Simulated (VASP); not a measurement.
Runs of VASP 6.6.1 on Ga2GeTeSe. The structure is that of space group P4/mmm (No. 123), or close to it. The cells are those of the table. The cell was built from a structure type or drawn by symmetry, and may not be a known phase.

```csv
task,cell,k mesh,cutoff (eV),gap on the mesh (eV),pressure (GPa)
relaxation of cell and atoms,"relaxed from a = 4.961, b = 4.961, c = 4.816 Å, 5 atoms",4 × 4 × 4,600,none,0.0
single point,"a = 5.094, b = 5.094, c = 5.399 Å, 5 atoms",4 × 4 × 4,520,none,0.1
single point,"a = 4.961, b = 4.961, c = 4.816 Å, 5 atoms",4 × 4 × 4,520,none,(a)
single point,"a = 5.263, b = 5.263, c = 5.278 Å, 5 atoms",8 × 8 × 8,520,none,0.0
```

Alike in all rows: level PBE; potentials or basis VASP PAW PBE potentials, release 64 (Ga_d, Ge_d, Te, Se); no spin polarisation; smearing gaussian 0.1 eV.

Estimate the missing entries.

(a) 7.8.

Caveats: spin-orbit coupling is left out, which moves the levels of the heavy elements; the cell stands under pressure (at least some runs).

A k mesh can miss the band edges, and the runs leave out spin-orbit coupling on Ga, Ge, Se, Te.

A gap of «none» marks levels without a gap at the run's occupations.
